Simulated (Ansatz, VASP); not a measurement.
# WS2: VASP beside Ansatz

The input INCAR:

```
PREC     = Accurate       # precision mode
ENCUT    = 520            # plane-wave cutoff, eV
EDIFF    = 1E-7           # SCF threshold, eV
ISMEAR   = -1             # smearing method
SIGMA    = 0.05           # smearing width, eV
LREAL    = False          # projectors in reciprocal space
LASPH    = True           # aspherical terms in the spheres
NELM     = 60             # most SCF steps
ALGO     = Normal         # electronic algorithm
ISIF     = 2              # what is computed and relaxed
LWAVE    = False          # write WAVECAR
LCHARG   = False          # write CHGCAR
GGA      = RP             # functional
NBANDS   = 35             # bands
```

The input KPOINTS:

```
Automatic mesh
0
Gamma
  10 10 3
```

Contents of POSCAR:

```
WS2
1.0
    3.1800000000      0.0000000000      0.0000000000
   -1.5900000000      2.7539607840      0.0000000000
    0.0000000000      0.0000000000     12.5000000000
W S
2 4
Direct
    0.6666666667      0.3333333333      0.7500000000
    0.3333333333      0.6666666667      0.2500000000
    0.6666666667      0.3333333333      0.3750000000
    0.3333333333      0.6666666667      0.8750000000
    0.6666666667      0.3333333333      0.1250000000
    0.3333333333      0.6666666667      0.6250000000
```

input.yaml

```yaml
crystal:
  lattice:
    - [3.18, 0.0, 0.0]
    - [-1.59, 2.753960784, 0.0]
    - [0.0, 0.0, 12.5]
  atoms:
    - { symbol: W, position: [0.6666666667, 0.3333333333, 0.75] }
    - { symbol: W, position: [0.3333333333, 0.6666666667, 0.25] }
    - { symbol: S, position: [0.6666666667, 0.3333333333, 0.375] }
    - { symbol: S, position: [0.3333333333, 0.6666666667, 0.875] }
    - { symbol: S, position: [0.6666666667, 0.3333333333, 0.125] }
    - { symbol: S, position: [0.3333333333, 0.6666666667, 0.625] }
hamiltonian:
  xc: rpbe
  pseudopotentials: { kind: paw }
kpoints:
  mp_grid: { grid: [10, 10, 3] }
  band_path:
    path:
      - [[0.0, 0.0, 0.0], [0.5, 0.0, 0.0], [0.3333333333, 0.3333333333, 0.0], [0.0, 0.0, 0.0], [0.0, 0.0, 0.5], [0.5, 0.0, 0.5], [0.3333333333, 0.3333333333, 0.5], [0.0, 0.0, 0.5]]
      - [[0.5, 0.0, 0.5], [0.5, 0.0, 0.0]]
      - [[0.3333333333, 0.3333333333, 0.0], [0.3333333333, 0.3333333333, 0.5]]
    npoints: 14
scf:
  occupations: { method: fermi_dirac, width: 0.05 }
  n_extra_bands: 15
output:
  forces: true
  stress: true
  eigenvalues: true
  fatbands: false
```

Alike in both runs: functional RPBE; k mesh 10 × 10 × 3; occupations fermi-dirac, width 0.05 eV; no spin polarisation.

|  | VASP | Ansatz |
| --- | --- | --- |
| version | VASP 6.6.1 | Ansatz 0.2.0 |
| potentials or method | VASP PAW PBE potentials, release 64 (W_sv, S) | Ansatz PAW |
| plane-wave cutoff (eV) | 520 | 420 |
| valence electrons in the cell | 52 | 52 |
| task | single point | band structure |

Ansatz gave:

| Quantity | Value |
| --- | --- |
| gap on the k mesh at the Fermi level (eV) | 1.17 |
| least direct gap on the mesh (eV) | 2.09 |
| pressure (GPa) | 5.0 |
| traceless stress, the component that is largest in VASP (GPa) | 1.30 |
| rms of the force components (eV/Å) | 0.099 |

**Question.** Estimate VASP's values.

**Answer.** gap on the k mesh at the Fermi level (eV): 1.19; least direct gap on the mesh (eV): 2.09; pressure (GPa): 4.8; traceless stress, the component that is largest in VASP (GPa): 1.28; rms of the force components (eV/Å): 0.095.

VASP's potentials were made for PBE, not for RPBE. Atom by atom the forces differ by 0.004 eV/Å (rms over components). The functional is the same, so the differences come from potentials, cutoffs and numerics.

Neither program's run includes spin-orbit coupling. Noted on Ansatz's run: the k mesh misses the band edges, so the gap on the mesh is wider than the one along the path.
